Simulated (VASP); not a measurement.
A run of VASP 6.6.1 is set up as follows.

The input INCAR:

```
SYSTEM = TiW3C4
PREC = Accurate
ENCUT = 520
EDIFF = 1E-6
ISMEAR = 0
SIGMA = 0.1
LREAL = .False.
LASPH = .True.
NELM = 60
ALGO = Normal
ISIF = 2
LWAVE = .False.
LCHARG = .False.
GGA = PE
NBANDS = 45
```

KPOINTS

```
regular mesh
0
Gamma
  4 4 4
  0 0 0
```

POSCAR

```
TiW3C4
1.0
    4.8980255100      0.0000000000      0.0000000000
    0.0000000000      4.8980255100      0.0000000000
    0.0000000000      0.0000000000      4.8980255100
Ti W C
1 3 4
Direct
    0.0000000000      0.0000000000      0.0000000000
    0.5000000000      0.0000000000      0.5000000000
    0.5000000000      0.5000000000      0.0000000000
    0.0000000000      0.5000000000      0.5000000000
    0.0000000000      0.5000000000      0.0000000000
    0.5000000000      0.5000000000      0.5000000000
    0.0000000000      0.0000000000      0.5000000000
    0.5000000000      0.0000000000      0.0000000000
```

Potentials or basis: VASP PAW PBE potentials, release 64 (Ti_sv, W_sv, C).

Command:

```sh
$ cat potpaw_PBE.64/Ti_sv/POTCAR potpaw_PBE.64/W_sv/POTCAR potpaw_PBE.64/C/POTCAR > POTCAR
$ mpirun -np 1 vasp_std > vasp.out
```

Q: What does it give for the pressure?

A: -55.7 GPa.

Q: What does it give for the band gap on the k mesh?

A: Zero (band 35 reaches 7.94 eV, above the bottom of band 36 at 6.77 eV).

Caveat: spin-orbit coupling is left out, which moves the levels of the heavy elements.
